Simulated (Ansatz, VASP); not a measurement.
**BaTe: VASP beside Ansatz**

Contents of INCAR:

```
PREC = Accurate
ENCUT = 520
EDIFF = 1E-7
ISMEAR = -1
SIGMA = 0.02
LREAL = False
LASPH = True
NELM = 80
ALGO = Normal
ISIF = 2
LWAVE = False
LCHARG = False
GGA = PE
NBANDS = 15
```

File KPOINTS:

```
regular mesh
0
Gamma
  6 6 6
```

The input POSCAR:

```
BaTe
1.0
    0.0000000000      3.5323868452      3.6030345821
    3.5323868452      0.0000000000      3.6030345821
    3.5323868452      3.5323868452      0.0000000000
Ba Te
1 1
Direct
    0.0000000000      0.0000000000      0.0000000000
    0.5000000000      0.5000000000      0.5000000000
```

Input for Ansatz:

```yaml
crystal:
  lattice:
    - [0.0, 3.5323868452, 3.6030345821]
    - [3.5323868452, 0.0, 3.6030345821]
    - [3.5323868452, 3.5323868452, 0.0]
  atoms:
    - { symbol: Ba, position: [0.0, 0.0, 0.0] }
    - { symbol: Te, position: [0.5, 0.5, 0.5] }
kpoints:
  mp_grid: { grid: [6, 6, 6] }
  band_path:
    path:
      - [0.0, 0.0, 0.0]
      - [0.5, 0.0, 0.5]
      - [0.625, 0.25, 0.625]
      - [0.375, 0.375, 0.75]
      - [0.5, 0.5, 0.5]
      - [0.5, 0.25, 0.75]
      - [0.5, 0.5, 0.0]
    npoints: 1
hamiltonian:
  xc: pbe
scf:
  occupations: { method: fermi_dirac, width: 0.02 }
  n_extra_bands: 4
output:
  forces: true
  stress: true
  eigenvalues: true
  write_density: true
  write_potential: true
  elf: true
  volumetric_format: npy
```

Change from the starting cell: uniaxial_z strain +2.0%.

Alike in both runs: task single point; functional PBE; k mesh 6 × 6 × 6; occupations fermi-dirac, width 0.02 eV; no spin polarisation.

|  | VASP | Ansatz |
| --- | --- | --- |
| version | VASP 6.6.1 | Ansatz 0.2.0 |
| potentials or method | VASP PAW PBE potentials, release 64 (Ba_sv, Te) | plane waves, PAW |
| plane-wave cutoff (eV) | 520 | 420 |
| valence electrons in the cell | 16 | 26 |

|  | VASP | Ansatz | Ansatz less VASP |
| --- | --- | --- | --- |
| gap on the k mesh at the Fermi level (eV) | 1.60 | 1.68 | +0.075 |
| pressure (GPa) | -0.2 | -0.5 | -0.28 |
| traceless stress, the component that is largest in VASP (GPa) | -0.70 | -0.65 | +0.043 |

VASP's potentials hold 16 valence electrons a cell and Ansatz's 26, so a difference there can come from the potentials and not from the codes.

Spin-orbit coupling is off throughout.
